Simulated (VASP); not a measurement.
# Si (Fd-3m) in VASP: a series of runs, part 3 of 3

VASP 6.6.1. Earlier steps stand in the parts before.

## Step 5: Single point, HSE06 (strain -1.0%)

POSCAR reads:

```
Si
1.0
    0.0000000000      2.6948977067      2.6948977067
    2.6948977067      0.0000000000      2.6948977067
    2.6948977067      2.6948977067      0.0000000000
Si
2
Direct
    0.0000000000      0.0000000000      0.0000000000
    0.2500000000      0.2500000000      0.2500000000
```

INCAR.step1 reads:

```
PREC     = Accurate       # precision mode
ENCUT    = 520            # plane-wave cutoff, eV
EDIFF    = 1E-5           # SCF threshold, eV
ISMEAR   = 0              # smearing method
SIGMA    = 0.01           # smearing width, eV
LREAL    = False          # projectors in reciprocal space
LASPH    = True           # aspherical terms in the spheres
NELM     = 100            # most SCF steps
ALGO     = Normal         # electronic algorithm
ISIF     = 2              # what is computed and relaxed
LWAVE    = True           # write WAVECAR
LCHARG   = False          # write CHGCAR
GGA      = PE             # functional
NBANDS   = 11             # bands
```

INCAR.step2 reads:

```
PREC     = Accurate       # precision mode
ENCUT    = 520            # plane-wave cutoff, eV
EDIFF    = 1E-6           # SCF threshold, eV
ISMEAR   = 0              # smearing method
SIGMA    = 0.01           # smearing width, eV
LREAL    = False          # projectors in reciprocal space
LASPH    = True           # aspherical terms in the spheres
NELM     = 100            # most SCF steps
ALGO     = Normal         # electronic algorithm
ISIF     = 2              # what is computed and relaxed
LWAVE    = False          # write WAVECAR
LCHARG   = False          # write CHGCAR
GGA      = PE             # functional
LHFCALC  = True           # exact exchange
HFSCREEN = 0.2079         # screening, 1/A
PRECFOCK = Normal       
ISTART   = 1            
NBANDS   = 11             # bands
```

KPOINTS reads:

```
regular mesh
0
Gamma
  6 6 6
```

Launch:

```bash
$ cat potpaw_PBE.64/Si/POTCAR > POTCAR
$ cp INCAR.step1 INCAR
$ mpirun -np 1 vasp_std > vasp.out
$ cp INCAR.step2 INCAR
$ mpirun -np 1 vasp_std > vasp.out
```

Run time: 10 min. Hardware: 1 thread of Intel Xeon Platinum 8259CL at 2.50GHz (Skylake/Cascade Lake), shared host; peak memory 0.26 GiB.

The run converged. Its results:

```
Free energy            : -12.5252 eV
Pressure               : 2.6 GPa
Band gap on the k mesh : 1.25 eV (least direct gap 3.34 eV)
```

Levels at points of the mesh, in eV from the valence-band top:
```tsv
k point	band 2	band 3	band 4	band 5	band 6	band 7
(0.00, 0.00, 0.00)	0.00	0.00	0.00	3.34	3.34	3.34
(0.50, 0.00, 0.00)	-7.83	-1.33	-1.33	2.33	4.13	4.13
(0.50, 0.50, 0.00)	-8.75	-3.20	-3.20	1.25	1.25	11.70
```

Caveat: the cell differs from its parent crystal (strain -1.0%); the PAW data sets were made with another functional, which shifts forces and pressure a little. A k mesh can miss the band edges.

## Step 6: Single point, HSE06 (strain +1.0%)

POSCAR reads:

```
Si
1.0
    0.0000000000      2.7493400846      2.7493400846
    2.7493400846      0.0000000000      2.7493400846
    2.7493400846      2.7493400846      0.0000000000
Si
2
Direct
    0.0000000000      0.0000000000      0.0000000000
    0.2500000000      0.2500000000      0.2500000000
```

INCAR.step1 reads:

```
PREC     = Accurate       # precision mode
ENCUT    = 520            # plane-wave cutoff, eV
EDIFF    = 1E-5           # SCF threshold, eV
ISMEAR   = 0              # smearing method
SIGMA    = 0.01           # smearing width, eV
LREAL    = F              # projectors in reciprocal space
LASPH    = T              # aspherical terms in the spheres
NELM     = 100            # most SCF steps
ALGO     = Normal         # electronic algorithm
ISIF     = 2              # what is computed and relaxed
LWAVE    = T              # write WAVECAR
LCHARG   = F              # write CHGCAR
NBANDS   = 11             # bands
GGA      = PE             # functional
```

INCAR.step2 reads:

```
PREC     = Accurate       # precision mode
ENCUT    = 520            # plane-wave cutoff, eV
EDIFF    = 1E-7           # SCF threshold, eV
ISMEAR   = 0              # smearing method
SIGMA    = 0.01           # smearing width, eV
LREAL    = F              # projectors in reciprocal space
LASPH    = T              # aspherical terms in the spheres
NELM     = 100            # most SCF steps
ALGO     = Normal         # electronic algorithm
ISIF     = 2              # what is computed and relaxed
LWAVE    = F              # write WAVECAR
LCHARG   = F              # write CHGCAR
GGA      = PE             # functional
LHFCALC  = T              # exact exchange
HFSCREEN = 0.2079         # screening, 1/A
PRECFOCK = Normal       
NBANDS   = 11             # bands
ISTART   = 1
```

KPOINTS reads:

```
Automatic mesh
0
Gamma
  6 6 6
```

Potentials or basis: VASP PAW PBE potentials, release 64 (Si).

Launch:

```bash
$ cat potpaw_PBE.64/Si/POTCAR > POTCAR
$ cp INCAR.step1 INCAR
$ mpirun -np 1 vasp_std > vasp.out
$ cp INCAR.step2 INCAR
$ mpirun -np 1 vasp_std > vasp.out
```

Wall time 12 min (1 thread of Intel Xeon Platinum 8259CL at 2.50GHz (Skylake/Cascade Lake), shared host); peak memory 0.27 GiB.

It converged, with:

```
Free energy            : -12.5181 eV
Pressure               : -3.2 GPa
Band gap on the k mesh : 1.36 eV (least direct gap 3.31 eV)
```

Levels at points of the mesh, in eV from the valence-band top:
| k point | band 2 | band 3 | band 4 | band 5 | band 6 | band 7 |
| --- | --- | --- | --- | --- | --- | --- |
| (0.00, 0.00, 0.00) | 0.00 | 0.00 | 0.00 | 3.30 | 3.30 | 3.30 |
| (0.50, 0.00, 0.00) | -7.52 | -1.27 | -1.27 | 2.10 | 4.15 | 4.15 |
| (0.50, 0.50, 0.00) | -8.54 | -3.03 | -3.03 | 1.36 | 1.36 | 11.15 |

Caveat: the cell differs from its parent crystal (strain +1.0%); the cell stands under tension; the PAW data sets were made with another functional, which shifts forces and pressure a little. A k mesh can miss the band edges.

## Step 7: Single point, HSE06 (strain +2.0%)

POSCAR reads:

```
Si
1.0
    0.0000000000      2.7765612735      2.7765612735
    2.7765612735      0.0000000000      2.7765612735
    2.7765612735      2.7765612735      0.0000000000
Si
2
Direct
    0.0000000000      0.0000000000      0.0000000000
    0.2500000000      0.2500000000      0.2500000000
```

INCAR.step1 reads:

```
SYSTEM = Si
  ALGO = Normal
  EDIFF = 1E-5
  ENCUT = 520
  GGA = PE
  ISIF = 2
  ISMEAR = 0
  LASPH = .True.
  LCHARG = .False.
  LREAL = .False.
  LWAVE = .True.
  NBANDS = 11
  NELM = 60
  PREC = Accurate
  SIGMA = 0.01
```

INCAR.step2 reads:

```
SYSTEM = Si
  ALGO = Normal
  EDIFF = 1E-6
  ENCUT = 520
  GGA = PE
  HFSCREEN = 0.2079
  ISIF = 2
  ISMEAR = 0
  ISTART = 1
  LASPH = .True.
  LCHARG = .False.
  LHFCALC = .True.
  LREAL = .False.
  LWAVE = .False.
  NBANDS = 11
  NELM = 60
  PREC = Accurate
  PRECFOCK = Normal
  SIGMA = 0.01
```

KPOINTS reads:

```
k-points
0
Gamma
  6 6 6
  0 0 0
```

Launch:

```bash
$ cat potpaw_PBE.64/Si/POTCAR > POTCAR
$ cp INCAR.step1 INCAR
$ mpirun -np 1 vasp_std > vasp.out
$ cp INCAR.step2 INCAR
$ mpirun -np 1 vasp_std > vasp.out
```

It took 11 min on 1 thread of Intel Xeon Platinum 8259CL at 2.50GHz (Skylake/Cascade Lake), shared host; peak memory 0.27 GiB.

It converged, with:

```
Free energy            : -12.4835 eV
Pressure               : -5.6 GPa
Band gap on the k mesh : 1.40 eV (least direct gap 3.23 eV)
```

Levels at points of the mesh, in eV from the valence-band top:
| k point | band 1 | band 2 | band 3 | band 4 | band 5 | band 6 | band 7 | band 8 | band 9 |
| --- | --- | --- | --- | --- | --- | --- | --- | --- | --- |
| (0.00, 0.00, 0.00) | -12.80 | 0.00 | 0.00 | 0.00 | 3.29 | 3.29 | 3.29 | 3.51 | 8.51 |
| (0.50, 0.00, 0.00) | -10.39 | -7.38 | -1.25 | -1.25 | 1.98 | 4.15 | 4.15 | 8.52 | 11.60 |
| (0.50, 0.50, 0.00) | -8.44 | -8.44 | -2.94 | -2.94 | 1.41 | 1.41 | 10.89 | 10.89 | 11.99 |

Caveat: the cell differs from its parent crystal (strain +2.0%); the cell stands under tension; the PAW data sets were made with another functional, which shifts forces and pressure a little. A k mesh can miss the band edges.

## Step 8: Summary

```csv
cell,gap on the mesh (eV),pressure (GPa)
"a = 3.965 Å, angles 60.0°, 2 atoms",1.43,-7.6
"a = 4.004 Å, angles 60.0°, 2 atoms",1.46,-9.4
"a = 3.773 Å, angles 60.0°, 2 atoms",1.18,6.1
"a = 3.811 Å, angles 60.0°, 2 atoms",1.25,2.6
"a = 3.888 Å, angles 60.0°, 2 atoms",1.36,-3.2
"a = 3.927 Å, angles 60.0°, 2 atoms",1.40,-5.6
```

Alike in all rows: task single point; level HSE06; potentials or basis VASP PAW PBE potentials, release 64 (Si); no spin polarisation; k mesh 6 × 6 × 6; cutoff (eV) 520; smearing gaussian 0.01 eV.

Caveats: the PAW data sets were made with another functional, which shifts forces and pressure a little; the cell stands under tension (at least some runs); the cell stands under pressure (at least some runs).

Total energies depend on the potentials used, so only differences within one code and one set of settings carry meaning.
